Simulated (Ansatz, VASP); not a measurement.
## Two plane-wave programs on SiC

File INCAR:

```
PREC = Accurate ; ENCUT = 600
EDIFF = 1E-6 ; ISMEAR = 0
SIGMA = 0.01 ; LREAL = F
LASPH = T ; NELM = 120
ALGO = Normal ; ISIF = 2
LWAVE = F ; LCHARG = F
GGA = PS ; NBANDS = 26
GGA_COMPAT = F
```

Contents of KPOINTS:

```
Automatic mesh
0
Gamma
  8 8 8
```

POSCAR

```
SiC
1.0
    4.3567947627      0.0000000000      0.0000000000
    0.0000000000     -4.3567947627      0.0000000000
    0.0000000000      0.0000000000     -4.3567947627
Si C
4 4
Direct
    0.2500000000      0.2500000000      0.2500000000
    0.7500000000      0.7500000000      0.2500000000
    0.7500000000      0.2500000000      0.7500000000
    0.2500000000      0.7500000000      0.7500000000
    0.0000000000      1.0000000000      1.0000000000
    0.5000000000      0.5000000000      1.0000000000
    0.5000000000      1.0000000000      0.5000000000
    0.0000000000      0.5000000000      0.5000000000
```

Input for Ansatz:

```yaml
crystal:
  lattice:
    - [4.3567947627, 0.0, 0.0]
    - [0.0, -4.3567947627, 0.0]
    - [0.0, 0.0, -4.3567947627]
  atoms:
    - { symbol: Si, position: [0.25, 0.25, 0.25] }
    - { symbol: Si, position: [0.75, 0.75, 0.25] }
    - { symbol: Si, position: [0.75, 0.25, 0.75] }
    - { symbol: Si, position: [0.25, 0.75, 0.75] }
    - { symbol: C, position: [0.0, 1.0, 1.0] }
    - { symbol: C, position: [0.5, 0.5, 1.0] }
    - { symbol: C, position: [0.5, 1.0, 0.5] }
    - { symbol: C, position: [0.0, 0.5, 0.5] }
basis:
  ecutwfc: 420
kpoints:
  mp_grid: { grid: [8, 8, 8] }
  band_path: { path: [VBM, CBM], npoints: 2 }
hamiltonian:
  xc: pbesol
scf:
  occupations: { method: gaussian, width: 0.01 }
output:
  forces: true
  stress: true
  eigenvalues: true
checkpoint:
  read: start.run
  write: ck
  compress: false
  write_wavefunctions: false
  write_every: 100000
```

Alike in both runs: task single point; functional PBEsol; k mesh 8 × 8 × 8; occupations gaussian, width 0.01 eV; no spin polarisation.

|  | VASP | Ansatz |
| --- | --- | --- |
| version | VASP 6.6.1 | Ansatz 0.2.0 |
| potentials or method | VASP PAW PBE potentials, release 64 (Si, C), cutoff 600 eV | scalar-relativistic, plane waves, PAW |
| valence electrons in the cell | 32 | 32 |

Ansatz gave:

| Item | Value |
| --- | --- |
| gap on the k mesh at the Fermi level (eV) | 1.24 |
| least direct gap on the mesh (eV) | 1.24 |
| pressure (GPa) | 0.0 |

Problem. Which values does VASP return?

Solution. gap on the k mesh at the Fermi level (eV): 1.23; least direct gap on the mesh (eV): 1.23; pressure (GPa): 0.2.

VASP's potentials were made for PBE, not for PBEsol.
